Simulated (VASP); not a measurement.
Write the native input for VASP 6.6.1 that does the following.

| Item | Value |
| --- | --- |
| Task | single point |
| Functional | PBE |
| Potentials or basis | VASP PAW PBE potentials, release 64 (Ni) |
| Cutoff | 520 eV |
| k mesh | 13 × 13 × 13 |
| Occupations | fermi-dirac, width 0.1 eV |
| Spin | collinear spin, ferromagnetic start |
| Starting moments | [2.0] μB |
| Hubbard terms | Ni d U = 6.2 eV |
| Dipole correction | no |
| Further INCAR settings | ALGO = Normal; EDIFF = 1e-06; NBANDS = 15 |

The structure of Ni lies in POSCAR:

```
Ni
1.0
    0.0000000000      1.7698700000      1.7698700000
    1.7698700000      0.0000000000      1.7698700000
    1.7698700000      1.7698700000      0.0000000000
Ni
1
Direct
    0.0000000000      0.0000000000      0.0000000000
```

The input as run:

INCAR

```
SYSTEM = Ni
PREC     = Accurate       ! precision mode
ENCUT    = 520            ! plane-wave cutoff, eV
EDIFF    = 1E-6           ! SCF threshold, eV
ISMEAR   = -1             ! smearing method
SIGMA    = 0.1            ! smearing width, eV
LREAL    = .FALSE.        ! projectors in reciprocal space
LASPH    = .TRUE.         ! aspherical terms in the spheres
NELM     = 150            ! most SCF steps
ALGO     = Normal         ! electronic algorithm
ISIF     = 2              ! what is computed and relaxed
LWAVE    = .FALSE.        ! write WAVECAR
LCHARG   = .TRUE.         ! write CHGCAR
ISPIN    = 2              ! spin polarisation
MAGMOM   = 2              ! initial moments
LORBIT   = 11             ! projections on sites
LMAXMIX  = 4              ! l up to which the mixer works
LDAU     = .TRUE.         ! DFT+U
LDAUTYPE = 2            
LDAUL    = 2              ! shell
LDAUU    = 6.2            ! U, eV
LDAUJ    = 0            
LDAUPRINT= 1            
GGA      = PE             ! functional
LELF     = .TRUE.         ! ELF
LVHAR    = .TRUE.       
NBANDS   = 15             ! bands
```

KPOINTS

```
regular mesh
0
G
  13 13 13
  0 0 0
```

Potentials or basis: VASP PAW PBE potentials, release 64 (Ni).

Launch:

```sh
$ cat potpaw_PBE.64/Ni/POTCAR > POTCAR
$ mpirun -np 1 vasp_std > vasp.out
```

It gave:

The pressure is -10.4 GPa. The net moment is 0.82 μB per cell, the site moments are Ni +0.87 μB and the valence electrons inside the program's atomic spheres are Ni 9.42.

Caveat: the U is typed as a test and isn't derived for this compound.

It used 38 s of CPU time on 1 thread of AMD EPYC 7R13 Processor (Zen 3), on a shared host.
